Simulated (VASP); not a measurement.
# LiOs2 (P6/mmm) in VASP: single point with PBE

Aim: the single point of LiOs2 with PBE.

Everything below comes from runs of VASP 6.6.1. Logs are shortened: lines on timing, memory, paths and dates and some standing lists are left out, and cuts for length are marked.

## 1. The cell of the first run

The structure is hexagonal, space group P6/mmm (No. 191). Conventional cell: a = 4.414 Å, b = 4.414 Å, c = 2.552 Å, α = 90.00°, β = 90.00°, γ = 120.00°. Li (site symmetry 6/mmm) has 2 Li at 2.55 Å and 12 Os at 2.85 Å within 3.4 Å. Os (site symmetry -6m2) has 5 Os at 2.55 Å and 6 Li at 2.85 Å within 3.4 Å.

## 2. Single point, PBE

INCAR

```
PREC = Accurate
ENCUT = 880
EDIFF = 1E-6
ISMEAR = 0
SIGMA = 0.1
LREAL = F
LASPH = T
NELM = 120
ALGO = Normal
ISIF = 2
LWAVE = F
LCHARG = T
GGA = PE
LELF = T
LVHAR = T
NBANDS = 24
GGA_COMPAT = F
```

KPOINTS

```
regular mesh
0
Gamma
  12 12 18
```

POSCAR

```
LiOs2
1.0
    4.4140966246      0.0000000000      0.0000000000
   -2.2070483123      3.8227198117      0.0000000000
    0.0000000000      0.0000000000      2.5519821375
Li Os
1 2
Direct
    0.0000000000      0.0000000000      0.0000000000
    0.3333333333      0.6666666667      0.5000000000
    0.6666666667      0.3333333333      0.5000000000
```

Potentials or basis: VASP PAW PBE potentials, release 64 (Li_sv, Os_sv_GW).

Started as:

```
$ cat potpaw_PBE.64/Li_sv/POTCAR potpaw_PBE.64/Os_sv_GW/POTCAR > POTCAR
$ mpirun -np 1 vasp_std > vasp.out
```

OUTCAR:

```text
PREC = Accurate
   ENCUT = 880
   EDIFF = 1E-6
   ISMEAR = 0
   LREAL = F
   LASPH = T
   NELM = 120
   ISIF = 2
   GGA = PE

 ion  position               nearest neighbor table
   1  0.000  0.000  0.000-   2 2.85   3 2.85   2 2.85   3 2.85   3 2.85   3 2.85   2 2.85   2 2.85
                             3 2.85   3 2.85   2 2.85   2 2.85
   2  0.333  0.667  0.500-   3 2.55   3 2.55   3 2.55   1 2.85   1 2.85   1 2.85   1 2.85   1 2.85
                             1 2.85
   3  0.667  0.333  0.500-   2 2.55   2 2.55   2 2.55   1 2.85   1 2.85   1 2.85   1 2.85   1 2.85
                             1 2.85

  LATTYP: Found a hexagonal cell.
 ALAT       =     4.4140966246
 C/A-ratio  =     0.5781436961

  Lattice vectors:

 A1 = (   4.4140966246,   0.0000000000,   0.0000000000)
 A2 = (  -2.2070483123,   3.8227198117,   0.0000000000)
 A3 = (   0.0000000000,   0.0000000000,   2.5519821375)

Analysis of symmetry for initial positions (statically):
=====================================================================
 Subroutine PRICEL returns:
 Original cell was already a primitive cell.

 Routine SETGRP: Setting up the symmetry group for a
 hexagonal supercell.

 Subroutine GETGRP returns: Found 24 space group operations
 (whereof 24 operations were pure point group operations)
 out of a pool of 24 trial point group operations.

The static configuration has the point symmetry D_6h.

Analysis of symmetry for dynamics (positions and initial velocities):
=====================================================================
 Subroutine PRICEL returns:
 Original cell was already a primitive cell.

 Routine SETGRP: Setting up the symmetry group for a
 hexagonal supercell.

 Subroutine GETGRP returns: Found 24 space group operations
 (whereof 24 operations were pure point group operations)
 out of a pool of 24 trial point group operations.

The dynamic configuration has the point symmetry D_6h.

 Subroutine INISYM returns: Found 24 space group operations
 (whereof 24 operations are pure point group operations),
 and found     1 'primitive' translations

----------------------------------------------------------------------------------------

                                     Primitive cell

  volume of cell :      43.0618

  direct lattice vectors                    reciprocal lattice vectors
     4.414096625  0.000000000  0.000000000     0.226546921  0.130796926  0.000000000
    -2.207048312  3.822719812  0.000000000     0.000000000  0.261593852  0.000000000
     0.000000000  0.000000000  2.551982138     0.000000000  0.000000000  0.391852273

  length of vectors
     4.414096625  4.414096625  2.551982138     0.261593852  0.261593852  0.391852273

  position of ions in fractional coordinates (direct lattice)
     0.000000000  0.000000000  0.000000000
     0.333333333  0.666666667  0.500000000
     0.666666667  0.333333333  0.500000000

  ion indices of the primitive-cell ions
   primitive index   ion index
                 1           1
                 2           2
                 3           3

----------------------------------------------------------------------------------------

 KPOINTS: regular mesh

Automatic generation of k-mesh.
 Grid dimensions read from file:
 generate k-points for:   12   12   18

 Generating k-lattice:

  Cartesian coordinates                     Fractional coordinates (reciprocal lattice)
     0.018878910  0.010899744  0.000000000     0.083333333  0.000000000  0.000000000
     0.000000000  0.021799488  0.000000000     0.000000000  0.083333333  0.000000000
     0.000000000  0.000000000  0.021769571     0.000000000  0.000000000  0.055555556

  Length of vectors
     0.021799488  0.021799488  0.021769571

  Shift w.r.t. Gamma in fractional coordinates (k-lattice)
     0.000000000  0.000000000  0.000000000

 Subroutine IBZKPT returns following result:
 ===========================================

 Found    190 irreducible k-points:

 Following reciprocal coordinates:
            Coordinates               Weight
  0.000000  0.000000  0.000000      1.000000
  0.083333  0.000000  0.000000      6.000000
  0.166667  0.000000  0.000000      6.000000
  0.250000  0.000000  0.000000      6.000000
  0.333333  0.000000  0.000000      6.000000
  0.416667  0.000000  0.000000      6.000000
[... 16 lines left out ...]
  0.250000  0.000000  0.055556     12.000000
  0.333333  0.000000  0.055556     12.000000
 [... further k-points ...]
   k-points           NKPTS =    190   k-points in BZ     NKDIM =    190   number of bands    NBANDS=     24
   number of dos      NEDOS =    301   number of ions     NIONS =      3
   total plane-waves  NPLWV =  64512
   dimension x,y,z NGX =    48 NGY =   48 NGZ =   28
   dimension x,y,z NGXF=    96 NGYF=   96 NGZF=   56
   ions per type =               1   2
   NGX,Y,Z   is equivalent  to a cutoff of  18.08, 18.08, 18.24 a.u.
   NGXF,Y,Z  is equivalent  to a cutoff of  36.16, 36.16, 36.48 a.u.
 SYSTEM =  unknown system
   PREC   = accura    normal or accurate (medium, high low for compatibility)
   ISTART =      0    job   : 0-new  1-cont  2-samecut
   ICHARG =      2    charge: 1-file 2-atom 10-const
   ISPIN  =      1    spin polarized calculation?
   LNONCOLLINEAR =      F non collinear calculations
   LSORBIT =      F    spin-orbit coupling
   LASPH  =      T    aspherical Exc in radial PAW
   ENCUT  =  880.0 eV  64.68 Ry    8.04 a.u.  10.68 10.68  6.17*2*pi/ulx,y,z
   NELM   =    120;   NELMIN=  2; NELMDL= -5     # of ELM steps
   EDIFF  = 0.1E-05   stopping-criterion for ELM
   LREAL  =      F    real-space projection
[... 7 lines left out ...]
   TEBEG  =    0.0;   TEEND  =   0.0 temperature during run
   PSTRESS=    0.0 pullay stress
   NELECT =      35.0000    total number of electrons
   NUPDOWN=      -1.0000    fix difference up-down
   EMIN   =  10.00;   EMAX   =-10.00  energy-range for DOS
   EFERMI =   0.00;   METHOD = LEGACY
   ISMEAR =     0;   SIGMA  =   0.10  broadening in eV -4-tet -1-fermi 0-gaus
   EFERMI_NEDOS =   21; number of points for ismear=-14 and -15
   IALGO  =     38    algorithm
   IMIX   =      4    mixing-type and parameters
     AMIX     =   0.40;   BMIX     =  1.00
     AMIX_MAG =   1.60;   BMIX_MAG =  1.00
  volume/ion in A,a.u.               =      14.35        96.87
  Fermi-wavevector in a.u.,A,eV,Ry     =   1.527801  2.887126 31.758403  2.334177
  Thomas-Fermi vector in A             =   2.635648
   LORBIT       =      0    0 simple, 1 ext, 2 COOP (PROOUT), +10 PAW based schemes
   GGA     = PE    functional components
   LHFCALC =     F    Hartree Fock is set to
   AEXX    =    0.0000 exact exchange contribution
   IVDW    =     0    specifies the selected vdW correction
   LEPSILON=     F    determine dielectric tensor
   LRPA    =     F    only Hartree local field effects (RPA)
 non-spin polarized calculation
 Gauss-broadening in eV      SIGMA  =   0.10
  energy-cutoff  :      880.00
  volume of cell :       43.06
 maximum number of plane-waves:      2593
 NGX is ok and might be reduce to    48
   NGX = 21   NGY = 21   NGZ = 13

 number of electron      34.9999999 magnetization

 Free energy of the ion-electron system (eV)
  ---------------------------------------------------
  ext. energy  EPLUGINS =         0.00000000
  ---------------------------------------------------
  free energy    TOTEN  =       -25.19038565 eV

  energy without entropy =      -25.17478847  energy(sigma->0) =      -25.18258706

 E-fermi :   8.9447     XC(G=0): -12.4038

 val. band max:        8.9440323925   @ k =   0.3333   0.1667   0.2778
 cond. band min:       8.9448543571   @ k =   0.0833   0.0000   0.0000
 fundamental gap:      0.0008219646
 Fermi energy:         8.9446574589

 k-point     1 :       0.0000    0.0000    0.0000
  band No.  band energies     occupation
      1     -77.3203      2.00000
      2     -77.2130      2.00000
      3     -36.9662      2.00000
      4     -36.9662      2.00000
      5     -36.2981      2.00000
      6     -36.2981      2.00000
[... 16 lines left out ...]
     23      16.4074      0.00000
     24      17.2118      0.00000

 k-point     2 :       0.0833    0.0000    0.0000
  band No.  band energies     occupation
      1     -77.3187      2.00000
      2     -77.2147      2.00000
      3     -36.9700      2.00000
      4     -36.9578      2.00000
      5     -36.3083      2.00000
      6     -36.2940      2.00000
[... 16 lines left out ...]
     23      16.5729      0.00000
     24      17.4160      0.00000

 k-point     3 :       0.1667    0.0000    0.0000
  band No.  band energies     occupation
      1     -77.3140      2.00000
      2     -77.2194      2.00000
      3     -36.9800      2.00000
      4     -36.9341      2.00000
      5     -36.3365      2.00000
      6     -36.2832      2.00000
[... 16 lines left out ...]
     23      17.0000      0.00000
     24      17.6051      0.00000

 k-point     4 :       0.2500    0.0000    0.0000
  band No.  band energies     occupation
      1     -77.3068      2.00000
      2     -77.2268      2.00000
      3     -36.9933      2.00000
      4     -36.8986      2.00000
      5     -36.3762      2.00000
      6     -36.2688      2.00000
[... 16 lines left out ...]
     23      17.3000      0.00000
     24      18.1575      0.00000

 k-point     5 :       0.3333    0.0000    0.0000
  band No.  band energies     occupation
      1     -77.2978      2.00000
      2     -77.2359      2.00000
      3     -37.0060      2.00000
      4     -36.8582      2.00000
      5     -36.4194      2.00000
      6     -36.2549      2.00000
[... 451 lines left out ...]
 k-point    22 :       0.1667    0.0000    0.0556
  band No.  band energies     occupation
      1     -77.3119      2.00000
      2     -77.2173      2.00000
      3     -36.9765      2.00000
      4     -36.9306      2.00000
      5     -36.3336      2.00000
      6     -36.2804      2.00000
[... 16 lines left out ...]
     23      16.9795      0.00000
     24      17.6661      0.00000

 k-point    23 :       0.2500    0.0000    0.0556
  band No.  band energies     occupation
      1     -77.3046      2.00000
      2     -77.2247      2.00000
      3     -36.9898      2.00000
      4     -36.8951      2.00000
      5     -36.3733      2.00000
      6     -36.2660      2.00000
[... 16 lines left out ...]
     23      17.2940      0.00000
     24      18.2043      0.00000

 k-point    24 :       0.3333    0.0000    0.0556
  band No.  band energies     occupation
      1     -77.2957      2.00000
      2     -77.2338      2.00000
      3     -37.0025      2.00000
      4     -36.8547      2.00000
      5     -36.4164      2.00000
      6     -36.2522      2.00000
[... 16 lines left out ...]
     23      17.3681      0.00000
     24      19.2028      0.00000

 [... further k-points ...]
[... 5 lines left out ...]
  --------------------------------------------------------------------------------------
  -------------------------------------------------------------------------------------
  Total        0.0026244      0.0026244      0.0154848      0.0000000      0.0000000      0.0000000
  in kB        0.0976447      0.0976447      0.5761356      0.0000000      0.0000000      0.0000000
  external PRESSURE =       0.2571417 kB  Pullay stress =       0.0000000 kB

 VOLUME and BASIS-vectors are now :
 -----------------------------------------------------------------------------
  energy-cutoff  :      880.00
  volume of cell :       43.06
      direct lattice vectors                 reciprocal lattice vectors
     4.414096625  0.000000000  0.000000000     0.226546921  0.130796926  0.000000000
    -2.207048312  3.822719812  0.000000000     0.000000000  0.261593852  0.000000000
     0.000000000  0.000000000  2.551982138     0.000000000  0.000000000  0.391852273

 POSITION                                       TOTAL-FORCE (eV/Angst)
 -----------------------------------------------------------------------------------
      0.00000      0.00000      0.00000        -0.000000      0.000000     -0.000000
     -0.00000      2.54848      1.27599        -0.000000      0.000000     -0.000000
      2.20705      1.27424      1.27599         0.000000      0.000000      0.000000
 -----------------------------------------------------------------------------------
    total drift:                               -0.000000      0.000000     -0.000000

  FREE ENERGIE OF THE ION-ELECTRON SYSTEM (eV)
  ---------------------------------------------------
  free  energy   TOTEN  =       -25.1903856523 eV

  energy  without entropy=      -25.1747884722  energy(sigma->0) =      -25.18258706
```

Wall time 3.8 min (1 thread of AMD EPYC 9R45 (Zen 5), shared host); peak memory 0.5 GiB.

Results:

```
Free energy            : -25.1904 eV
Pressure               : 0.0 GPa
Band gap on the k mesh : zero (an odd number of electrons rules out a gap without spin polarisation)
```

Levels at points of the mesh, in eV from the Fermi level:
```
           k point  band 13  band 14  band 15  band 16  band 17  band 18  band 19  band 20  band 21  band 22
(0.00, 0.00, 0.00)    -3.45    -3.45    -2.72    -2.72     0.02     0.02     1.98     1.98     5.21     5.21
(0.50, 0.00, 0.00)    -4.55    -4.13    -2.97    -0.22     0.18     0.29     0.44     1.49     1.77     2.29
(0.00, 0.00, 0.50)    -2.26    -2.26    -1.60    -1.60    -1.49    -1.49    -0.40     4.54     5.08     9.63
(0.50, 0.00, 0.50)    -3.41    -3.27    -3.08    -1.22    -0.66     1.35     2.71     3.21     5.53     6.21
```

Caveat: spin-orbit coupling is left out, which moves the levels of the heavy elements.
